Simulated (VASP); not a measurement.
Set up this calculation in VASP 6.6.1, as the native input.

```
Task                   : single point
Functional             : PBE
Potentials or basis    : VASP PAW PBE potentials, release 64 (Al, O)
Cutoff                 : 520 eV
k mesh                 : 10 × 10 × 10
Occupations            : fermi-dirac, width 0.05 eV
Spin                   : no spin polarisation
Dipole correction      : no
Further INCAR settings : ALGO = Normal; EDIFF = 1e-06; NBANDS = 12
```

The structure of AlO lies in POSCAR:

```
AlO
1.0
    2.7691900000      0.0000000000      0.0000000000
    0.0000000000      2.7691900000      0.0000000000
    0.0000000000      0.0000000000      2.7691900000
Al O
1 1
Direct
    0.5000000000      0.5000000000      0.5000000000
    0.0000000000      0.0000000000      0.0000000000
```

One way to write it, as run:

INCAR

```
SYSTEM = AlO
PREC = Accurate
ENCUT = 520
EDIFF = 1E-6
ISMEAR = -1
SIGMA = 0.05
LREAL = .False.
LASPH = .True.
NELM = 80
ALGO = Normal
ISIF = 2
LWAVE = .False.
LCHARG = .False.
GGA = PE
NBANDS = 12
```

KPOINTS

```
regular mesh
0
Gamma
  10 10 10
  0 0 0
```

Potentials or basis: VASP PAW PBE potentials, release 64 (Al, O).

Command:

```console
$ cat potpaw_PBE.64/Al/POTCAR potpaw_PBE.64/O/POTCAR > POTCAR
$ mpirun -np 1 vasp_std > vasp.out
```

It gave:

```
Pressure : -0.1 GPa
```

Caveat: an odd number of electrons without spin polarisation forces a metal; a magnetic or distorted state may lie lower.

Run time: 6.1 s on 1 thread of AMD EPYC 9R45 96-Core Processor (Zen 5), on a shared host, peak memory 0.11 GiB.
